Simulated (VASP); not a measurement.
# W (I4/mmm) in VASP: single point with PBE

Aim: the single point of W with PBE.

Everything below comes from runs of VASP 6.6.1. Logs are shortened: lines on timing, memory, paths and dates and some standing lists are left out, and cuts for length are marked.

## 1. The cell of the first run

Symmetry: I4/mmm, No. 139, tetragonal system. Conventional cell: a = 2.928 Å, b = 2.928 Å, c = 4.060 Å, α = 90.00°, β = 90.00°, γ = 90.00°. Within 3.8 Å of W (site symmetry 4/mmm) lie 12 W at 2.90 to 2.93 Å.

## 2. Single point, PBE (equal xx and yy strain of +2 %)

Contents of INCAR:

```
PREC = Accurate
ENCUT = 520
EDIFF = 1E-6
ISMEAR = -1
SIGMA = 0.05
LREAL = False
LASPH = True
NELM = 80
ALGO = Normal
ISIF = 2
LWAVE = False
LCHARG = False
GGA = PE
NBANDS = 13
```

Contents of KPOINTS:

```
Automatic mesh
0
Gamma
  14 14 14
```

Contents of POSCAR:

```
W
1.0
    0.0000000000      2.0706000000      2.0300000000
    2.0706000000      0.0000000000      2.0300000000
    2.0706000000      2.0706000000      0.0000000000
W
1
Direct
    0.0000000000      0.0000000000      0.0000000000
```

Potentials or basis: VASP PAW PBE potentials, release 64 (W_sv).

Started as:

```sh
$ cat potpaw_PBE.64/W_sv/POTCAR > POTCAR
$ mpirun -np 1 vasp_std > vasp.out
```

OUTCAR:

```text
PREC = Accurate
   ENCUT = 520
   EDIFF = 1E-6
   ISMEAR = -1
   LREAL = False
   LASPH = True
   NELM = 80
   ISIF = 2
   GGA = PE

 ion  position               nearest neighbor table
   1  0.000  0.000  0.000-

  LATTYP: Found a body centered tetragonal cell.
 ALAT       =     2.9282706022
 C/A-ratio  =     1.3864838847

  Lattice vectors:

 A1 = (   0.0000000000,  -2.0706000000,  -2.0300000000)
 A2 = (   0.0000000000,   2.0706000000,  -2.0300000000)
 A3 = (   2.0706000000,   0.0000000000,   2.0300000000)

Analysis of symmetry for initial positions (statically):
=====================================================================
 Subroutine PRICEL returns:
 Original cell was already a primitive cell.

 Routine SETGRP: Setting up the symmetry group for a
 body centered tetragonal supercell.

 Subroutine GETGRP returns: Found 16 space group operations
 (whereof 16 operations were pure point group operations)
 out of a pool of 16 trial point group operations.

The static configuration has the point symmetry D_4h.

Analysis of symmetry for dynamics (positions and initial velocities):
=====================================================================
 Subroutine PRICEL returns:
 Original cell was already a primitive cell.

 Routine SETGRP: Setting up the symmetry group for a
 body centered tetragonal supercell.

 Subroutine GETGRP returns: Found 16 space group operations
 (whereof 16 operations were pure point group operations)
 out of a pool of 16 trial point group operations.

The dynamic configuration has the point symmetry D_4h.

 Subroutine INISYM returns: Found 16 space group operations
 (whereof 16 operations are pure point group operations),
 and found     1 'primitive' translations

----------------------------------------------------------------------------------------

                                     Primitive cell

  volume of cell :      17.4068

  direct lattice vectors                    reciprocal lattice vectors
     0.000000000  2.070600000  2.030000000    -0.241475901  0.241475901  0.246305419
     2.070600000  0.000000000  2.030000000     0.241475901 -0.241475901  0.246305419
     2.070600000  2.070600000  0.000000000     0.241475901  0.241475901 -0.246305419

  length of vectors
     2.899704185  2.899704185  2.928270602     0.421055318  0.421055318  0.421055318

  position of ions in fractional coordinates (direct lattice)
     0.000000000  0.000000000  0.000000000

  ion indices of the primitive-cell ions
[... 75 lines left out ...]
   LREAL  =      F    real-space projection
   EDIFFG = 0.1E-04   stopping-criterion for IOM
   NSW    =      0    number of steps for IOM
   IBRION =     -1    ionic relax: 0-MD 1-quasi-New 2-CG
   NFREE  =      0    steps in history (QN), initial steepest desc. (CG)
   ISIF   =      2    stress and relaxation
   ISYM   =      2    0-nonsym 1-usesym 2-fastsym
   POTIM  = 0.5000    time-step for ionic-motion
   TEBEG  =    0.0;   TEEND  =   0.0 temperature during run
   PSTRESS=    0.0 pullay stress
   NELECT =      14.0000    total number of electrons
   NUPDOWN=      -1.0000    fix difference up-down
   EMIN   =  10.00;   EMAX   =-10.00  energy-range for DOS
   EFERMI =   0.00;   METHOD = LEGACY
   ISMEAR =    -1;   SIGMA  =   0.05  broadening in eV -4-tet -1-fermi 0-gaus
   EFERMI_NEDOS =   21; number of points for ismear=-14 and -15
   IALGO  =     38    algorithm
   IMIX   =      4    mixing-type and parameters
     AMIX     =   0.40;   BMIX     =  1.00
     AMIX_MAG =   1.60;   BMIX_MAG =  1.00
  volume/ion in A,a.u.               =      17.41       117.47
  Fermi-wavevector in a.u.,A,eV,Ry     =   1.522456  2.877024 31.536558  2.317872
  Thomas-Fermi vector in A             =   2.631033
   LORBIT       =      0    0 simple, 1 ext, 2 COOP (PROOUT), +10 PAW based schemes
   GGA     = PE    functional components
   LHFCALC =     F    Hartree Fock is set to
   AEXX    =    0.0000 exact exchange contribution
   IVDW    =     0    specifies the selected vdW correction
   LEPSILON=     F    determine dielectric tensor
   LRPA    =     F    only Hartree local field effects (RPA)
 non-spin polarized calculation
  energy-cutoff  :      520.00
  volume of cell :       17.41
 maximum number of plane-waves:       495
 NGX is ok and might be reduce to    24
   NGX = 11   NGY = 11   NGZ = 11

 number of electron      13.9999999 magnetization

 Free energy of the ion-electron system (eV)
  ---------------------------------------------------
  ext. energy  EPLUGINS =         0.00000000
  ---------------------------------------------------
  free energy    TOTEN  =       -12.43971325 eV

  energy without entropy =      -12.42830569  energy(sigma->0) =      -12.43400947

 E-fermi :   9.7042     XC(G=0): -13.1103

 val. band max:        9.6961069556   @ k =  -0.4286  -0.0000   0.1429
 cond. band min:       9.7057169543   @ k =   0.4286   0.1429   0.0714
 fundamental gap:      0.0096099987
 Fermi energy:         9.7042170145

 k-point     1 :       0.0000    0.0000    0.0000
  band No.  band energies     occupation
      1     -64.0958      2.00000
      2     -27.7989      2.00000
      3     -27.7989      2.00000
      4     -27.7808      2.00000
      5       1.0177      2.00000
      6       9.1295      1.99998
      7       9.1295      1.99998
      8       9.3696      1.99752
      9      11.8952      0.00000
     10      12.2494      0.00000
     11      22.4118      0.00000
     12      27.1349      0.00000
     13      27.1349      0.00000
[... 354 lines left out ...]
  band No.  band energies     occupation
      1     -64.0464      2.00000
      2     -28.2700      2.00000
      3     -27.9374      2.00000
      4     -27.9111      2.00000
      5       3.6453      2.00000
      6       7.6221      2.00000
      7       9.5258      1.94519
      8      10.1618      0.00021
      9      11.5365      0.00000
     10      12.9823      0.00000
     11      23.8235      0.00000
     12      26.7257      0.00000
     13      28.6374      0.00000

 [... further k-points ...]
[... 5 lines left out ...]
  --------------------------------------------------------------------------------------
  -------------------------------------------------------------------------------------
  Total       -1.2911966     -1.2911966     -1.9797189      0.0000000     -0.0000000     -0.0000000
  in kB     -118.8459843   -118.8459843   -182.2198422      0.0000000     -0.0000000     -0.0000000
  external PRESSURE =    -139.9706036 kB  Pullay stress =       0.0000000 kB

 VOLUME and BASIS-vectors are now :
 -----------------------------------------------------------------------------
  energy-cutoff  :      520.00
  volume of cell :       17.41
      direct lattice vectors                 reciprocal lattice vectors
     0.000000000  2.070600000  2.030000000    -0.241475901  0.241475901  0.246305419
     2.070600000  0.000000000  2.030000000     0.241475901 -0.241475901  0.246305419
     2.070600000  2.070600000  0.000000000     0.241475901  0.241475901 -0.246305419

 POSITION                                       TOTAL-FORCE (eV/Angst)
 -----------------------------------------------------------------------------------
      0.00000      0.00000      0.00000         0.000000      0.000000      0.000000
 -----------------------------------------------------------------------------------
    total drift:                                0.000000      0.000000     -0.000000

  FREE ENERGIE OF THE ION-ELECTRON SYSTEM (eV)
  ---------------------------------------------------
  free  energy   TOTEN  =       -12.4397132523 eV

  energy  without entropy=      -12.4283056944  energy(sigma->0) =      -12.43400947
```

OSZICAR:

```text
N       E                     dE             d eps       ncg     rms          rms(c)
DAV:   1     0.851236170819E+02    0.85124E+02   -0.74254E+03  6365   0.120E+03
DAV:   2    -0.113827757127E+02   -0.96506E+02   -0.93002E+02  7114   0.314E+02
DAV:   3    -0.131128552638E+02   -0.17301E+01   -0.17219E+01  7039   0.403E+01
DAV:   4    -0.131210684067E+02   -0.82131E-02   -0.82011E-02  7154   0.306E+00
DAV:   5    -0.131211456047E+02   -0.77198E-04   -0.77198E-04  7084   0.283E-01    0.171E+01
DAV:   6    -0.125728472059E+02    0.54830E+00   -0.49488E-01  6769   0.912E+00    0.619E+00
DAV:   7    -0.124440330409E+02    0.12881E+00   -0.22423E-01  7109   0.577E+00    0.726E-01
DAV:   8    -0.124398992305E+02    0.41338E-02   -0.42699E-03  6389   0.848E-01    0.109E-01
DAV:   9    -0.124397120492E+02    0.18718E-03   -0.21018E-04  7254   0.166E-01    0.338E-02
DAV:  10    -0.124397126139E+02   -0.56479E-06   -0.12745E-05  6759   0.441E-02    0.290E-03
DAV:  11    -0.124397132523E+02   -0.63835E-06   -0.24138E-07  4192   0.589E-03
   1 F= -.12439713E+02 E0= -.12434009E+02  d E =-.114076E-01
```

stdout:

```text
POSCAR found type information on POSCAR W
 POSCAR found :  1 types and       1 ions
 scaLAPACK will be used
 LDA part: xc-table for (Slater+PW92), standard interpolation
 POSCAR, INCAR and KPOINTS ok, starting setup
 FFT: planning ... GRIDC
 FFT: planning ... GRID_SOFT
 FFT: planning ... GRID
 WAVECAR not read
 entering main loop
```

Run time: 14 s. Hardware: 1 thread of Intel Xeon 6975P-C (Granite Rapids), shared host; peak memory 0.18 GiB.

Results:

```
Free energy            : -12.4397 eV
Pressure               : -14.0 GPa
Band gap on the k mesh : zero (band 7 reaches 12.70 eV, above the bottom of band 8 at 9.22 eV)
```

Stress tensor (GPa, compression positive):
```
-11.88   0.00   0.00
  0.00 -11.88   0.00
  0.00   0.00 -18.22
```

Caveat: the cell differs from its parent crystal (equal xx and yy strain of +2 %); spin-orbit coupling is left out, which moves the levels of the heavy elements.
